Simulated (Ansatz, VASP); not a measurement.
**Two plane-wave programs on ZnS**

```
Zn S
1.0
     3.86472    0.00000    0.00000
    -1.93236    3.34695    0.00000
     0.00000    0.00000    6.30533
Zn S
2 2
Direct
  0.33333 0.66667 0.00522
  0.66667 0.33333 0.50522
  0.33333 0.66667 0.37978
  0.66667 0.33333 0.87978
```

Change from the starting cell: strain +0.0050 x Voigt [1, 1, 0, 0, 0, 0], atoms carried along.

Alike in both runs: task single point; functional PBE; k mesh 12 × 12 × 4; occupations gaussian, width 0.05 eV; no spin polarisation.

```csv
,VASP,Ansatz
version,VASP 6.6.1,Ansatz 0.2.0
potentials or method,"VASP PAW PBE potentials, release 64 (Zn, S), cutoff 520 eV","scalar-relativistic, plane waves, PAW"
valence electrons in the cell,36,36
```

Ansatz gave:

- gap on the k mesh at the Fermi level (eV): 2.04
- least direct gap on the mesh (eV): 2.04
- pressure (GPa): -0.7
- traceless stress, the component that is largest in VASP (GPa): 0.42
- rms of the force components (eV/Å): 0.016

Question: What did VASP give for the same quantities?

Answer: gap on the k mesh at the Fermi level (eV): 2.05; least direct gap on the mesh (eV): 2.05; pressure (GPa): -0.5; traceless stress, the component that is largest in VASP (GPa): 0.42; rms of the force components (eV/Å): 0.016.

Atom by atom the forces differ by 0.000 eV/Å (rms over components).
